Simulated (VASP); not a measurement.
LiAl16, 17 atoms in the cell. The cell holds a slab with vacuum, 17 atoms: a = 8.100 Å, b = 5.728 Å, c = 15.296 Å, α = 90.00°, β = 90.00°, γ = 90.00°. 

* Program: VASP 6.6.1
* Task: single point
* Functional: PBE
* Dispersion: D3(BJ)
* Potentials or basis: VASP PAW PBE potentials, release 64 (Al, Li_sv)
* Cutoff: 520 eV
* k mesh: 2 × 3 × 1
* Occupations: gaussian, width 0.05 eV
* Spin: no spin polarisation
* Dipole correction: no
* Further INCAR settings: LREAL = Auto; ALGO = Normal; EDIFF = 1e-07; NBANDS = 40

Potentials or basis: VASP PAW PBE potentials, release 64 (Al, Li_sv).

Run with:

```console
$ cat potpaw_PBE.64/Al/POTCAR potpaw_PBE.64/Li_sv/POTCAR > POTCAR
$ mpirun -np 1 vasp_std > vasp.out
```

Hardware: 1 thread of Intel(R) Xeon(R) 6975P-C (Granite Rapids), with other jobs on the host.

Problem. Estimate the wall time of this run.

Solution. Wall time 2.2 min on 1 thread of Intel(R) Xeon(R) 6975P-C (Granite Rapids) (shared host), peak memory 0.66 GiB. Counts: scf iterations 24, k points 4.
